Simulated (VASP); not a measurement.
Input of a VASP 6.6.1 run:

INCAR

```
SYSTEM = Sb
PREC = Accurate
ENCUT = 500
EDIFF = 1E-6
ISMEAR = -1
SIGMA = 0.1
LREAL = .FALSE.
LASPH = .TRUE.
NELM = 120
ALGO = Normal
ISIF = 2
LWAVE = .FALSE.
LCHARG = .TRUE.
GGA = PE
LELF = .TRUE.
LVHAR = .TRUE.
NBANDS = 8
GGA_COMPAT = .FALSE.
```

KPOINTS

```
regular mesh
0
G
  16 16 16
  0 0 0
```

Contents of POSCAR:

```
Sb
1.0
   -1.6837125038      1.6837125038      1.6837125038
    1.6837125038     -1.6837125038      1.6837125038
    1.6837125038      1.6837125038     -1.6837125038
Sb
1
Direct
    0.0000000000      0.0000000000      0.0000000000
```

Potentials or basis: VASP PAW PBE potentials, release 64 (Sb).

The run is started by

```console
$ cat potpaw_PBE.64/Sb/POTCAR > POTCAR
$ mpirun -np 1 vasp_std > vasp.out
```

**Question.** Estimate the pressure.

**Answer.** 48.3 GPa.
